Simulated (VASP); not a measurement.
# Ru (P6_3/mmc) in VASP: notebook, part 2 of 2

VASP 6.6.1. The steps go on from the part before.

### 3 Single point, PBEsol (strain -0.025 along x and y, +0.050 along z)

Input file INCAR:

```
  PREC = Accurate
  ENCUT = 520
  EDIFF = 1E-6
  ISMEAR = 0
  SIGMA = 0.15
  LREAL = F
  LASPH = T
  NELM = 60
  ALGO = Fast
  ISIF = 2
  LWAVE = F
  LCHARG = F
  GGA = PS
  NBANDS = 21
```

Input file KPOINTS:

```
Automatic mesh
0
Gamma
  24 24 14
```

Input file POSCAR:

```
Ru
1.0
    2.6222858996      0.0000000000      0.0000000000
   -1.3111429498      2.2709662050      0.0000000000
    0.0000000000      0.0000000000      4.4645169983
Ru
2
Direct
    0.3333333333      0.6666666667      0.2500000000
    0.6666666667      0.3333333333      0.7500000000
```

Potentials or basis: VASP PAW PBE potentials, release 64 (Ru_pv).

Command:

```sh
> cat potpaw_PBE.64/Ru_pv/POTCAR > POTCAR
> mpirun -np 1 vasp_std > vasp.out
```

Run time: 5.1 min. Hardware: 1 thread of Intel Xeon 8259CL, shared host; peak memory 0.32 GiB.

Results (log left out):

```yaml
Free_energy: -20.1927 eV
Pressure: 2.0 GPa
Band_gap_on_the_k_mesh: zero (bands 14 and 15 overlap by 3.19 eV)
```

Stress tensor (GPa, compression positive):
```
 14.62   0.00   0.00
  0.00  14.62   0.00
  0.00   0.00 -23.16
```

Levels at points of the mesh, in eV from the Fermi level:
| k point | band 11 | band 12 | band 13 | band 14 | band 15 | band 16 | band 17 | band 18 |
| --- | --- | --- | --- | --- | --- | --- | --- | --- |
| (0.00, 0.00, 0.00) | -2.64 | -2.10 | -2.10 | -0.86 | -0.86 | 0.44 | 1.25 | 1.25 |
| (0.50, 0.00, 0.00) | -2.58 | -1.93 | -1.61 | 1.68 | 1.96 | 2.24 | 4.32 | 6.43 |
| (0.00, 0.00, 0.50) | -2.66 | -2.66 | -2.66 | -2.66 | 0.58 | 0.58 | 0.58 | 0.58 |
| (0.50, 0.00, 0.50) | -0.83 | -0.83 | 0.46 | 0.46 | 2.12 | 2.12 | 3.48 | 3.48 |

Caveat: the cell differs from its parent crystal (strain -0.025 along x and y, +0.050 along z); the stress differs along the axes, from -23 to 15 GPa; the PAW data sets were made with another functional, which shifts forces and pressure a little.

### 4 Single point, PBEsol (strain +0.025 along x and y, -0.050 along z)

Input file INCAR:

```
SYSTEM = Ru
PREC = Accurate ; ENCUT = 520
EDIFF = 1E-6 ; ISMEAR = 0
SIGMA = 0.15 ; LREAL = .False.
LASPH = .True. ; NELM = 100
ALGO = Fast ; ISIF = 2
LWAVE = .False. ; LCHARG = .True.
GGA = PS ; LELF = .True.
LVHAR = .True. ; NBANDS = 21
```

Input file KPOINTS:

```
Automatic mesh
0
Gamma
  24 24 14
  0 0 0
```

Input file POSCAR:

```
Ru
1.0
    2.7567620996      0.0000000000      0.0000000000
   -1.3783810498      2.3874260104      0.0000000000
    0.0000000000      0.0000000000      4.0393249033
Ru
2
Direct
    0.3333333333      0.6666666667      0.2500000000
    0.6666666667      0.3333333333      0.7500000000
```

Potentials or basis: VASP PAW PBE potentials, release 64 (Ru_pv).

Command:

```sh
> cat potpaw_PBE.64/Ru_pv/POTCAR > POTCAR
> mpirun -np 1 vasp_std > vasp.out
```

OUTCAR:

```text
SYSTEM = Ru
   PREC = Accurate
   ENCUT = 520
   EDIFF = 1E-6
   ISMEAR = 0
   LREAL = .False.
   LASPH = .True.
   NELM = 100
   ISIF = 2
   GGA = PS

 ion  position               nearest neighbor table
   1  0.333  0.667  0.250-   2 2.57   2 2.57   2 2.57   2 2.57   2 2.57   2 2.57
   2  0.667  0.333  0.750-   1 2.57   1 2.57   1 2.57   1 2.57   1 2.57   1 2.57

  LATTYP: Found a hexagonal cell.
 ALAT       =     2.7567620996
 C/A-ratio  =     1.4652424683

  Lattice vectors:

 A1 = (   2.7567620996,   0.0000000000,   0.0000000000)
 A2 = (  -1.3783810498,   2.3874260104,   0.0000000000)
 A3 = (   0.0000000000,   0.0000000000,   4.0393249033)

Analysis of symmetry for initial positions (statically):
=====================================================================
 Subroutine PRICEL returns:
 Original cell was already a primitive cell.

 Routine SETGRP: Setting up the symmetry group for a
 hexagonal supercell.

 Subroutine GETGRP returns: Found 24 space group operations
 (whereof 12 operations were pure point group operations)
 out of a pool of 24 trial point group operations.

[... 157 lines left out ...]

 Free energy of the ion-electron system (eV)
  ---------------------------------------------------
  ext. energy  EPLUGINS =         0.00000000
  ---------------------------------------------------
  free energy    TOTEN  =       -20.20337067 eV

  energy without entropy =      -20.18598467  energy(sigma->0) =      -20.19467767

 E-fermi :  13.1313     XC(G=0): -14.4024

 val. band max:       13.1305822872   @ k =   0.0833  -0.0000   0.0000
 cond. band min:      13.1373364328   @ k =   0.2083   0.2083   0.0714
 fundamental gap:      0.0067541456
 Fermi energy:        13.1313119729

 k-point     1 :       0.0000    0.0000    0.0000
  band No.  band energies     occupation
      1     -30.7089      2.00000
      2     -29.6920      2.00000
      3     -29.6920      2.00000
      4     -29.4246      2.00000
      5     -29.4246      2.00000
      6     -29.2867      2.00000
[... 565 lines left out ...]
     20      25.1578      0.00000
     21      26.1441      0.00000

 [... further k-points ...]
[... 5 lines left out ...]
  --------------------------------------------------------------------------------------
  -------------------------------------------------------------------------------------
  Total       -1.2641306     -1.2641306      4.5058443      0.0000000      0.0000000     -0.0000000
  in kB      -76.1841303    -76.1841303    271.5493513      0.0000000      0.0000000     -0.0000000
  external PRESSURE =      39.7270303 kB  Pullay stress =       0.0000000 kB

 VOLUME and BASIS-vectors are now :
 -----------------------------------------------------------------------------
  energy-cutoff  :      520.00
  volume of cell :       26.59
      direct lattice vectors                 reciprocal lattice vectors
     2.756762100  0.000000000  0.000000000     0.362744395  0.209430574  0.000000000
    -1.378381050  2.387426010  0.000000000     0.000000000  0.418861148  0.000000000
     0.000000000  0.000000000  4.039324903     0.000000000  0.000000000  0.247566122

 POSITION                                       TOTAL-FORCE (eV/Angst)
 -----------------------------------------------------------------------------------
     -0.00000      1.59162      1.00983        -0.000000     -0.000000      0.000000
      1.37838      0.79581      3.02949         0.000000      0.000000      0.000000
 -----------------------------------------------------------------------------------
    total drift:                               -0.000000      0.000000     -0.000000

  FREE ENERGIE OF THE ION-ELECTRON SYSTEM (eV)
  ---------------------------------------------------
  free  energy   TOTEN  =       -20.2033706664 eV

  energy  without entropy=      -20.1859846717  energy(sigma->0) =      -20.19467767
```

It took 5.4 min on 1 thread of Intel Xeon 8259CL, shared host; peak memory 0.32 GiB.

Results:

```
Free energy            : -20.2034 eV
Pressure               : 4.0 GPa
Band gap on the k mesh : zero (bands 14 and 15 overlap by 3.15 eV)
```

Caveat: the cell differs from its parent crystal (strain +0.025 along x and y, -0.050 along z); the stress differs along the axes, from -8 to 27 GPa; the PAW data sets were made with another functional, which shifts forces and pressure a little.

### 5 The runs side by side

| cell | further INCAR settings | gap on the mesh (eV) | pressure (GPa) |
| --- | --- | --- | --- |
| a = 2.622, b = 2.622, c = 4.358 Å, angles 90.0, 90.0, 120.0°, 2 atoms | ALGO = Fast; EDIFF = 1e-07; NBANDS = 21 | none | 10.0 |
| a = 2.622, b = 2.622, c = 4.465 Å, angles 90.0, 90.0, 120.0°, 2 atoms | ALGO = Fast; EDIFF = 1e-06; NBANDS = 21 | none | 2.0 |
| a = 2.757, b = 2.757, c = 4.039 Å, angles 90.0, 90.0, 120.0°, 2 atoms | ALGO = Fast; EDIFF = 1e-06; NBANDS = 21 | none | 4.0 |

Alike in all rows: task single point; level PBEsol; potentials or basis VASP PAW PBE potentials, release 64 (Ru_pv); no spin polarisation; k mesh 24 × 24 × 14; cutoff (eV) 520; smearing gaussian 0.15 eV.

Caveats: the PAW data sets were made with another functional, which shifts forces and pressure a little; the stress differs along the axes, from -8 to 19 GPa (at least some runs); the stress differs along the axes, from -23 to 15 GPa (at least some runs); the stress differs along the axes, from -8 to 27 GPa (at least some runs).

Absolute energies hang on the potentials; compare differences alone.
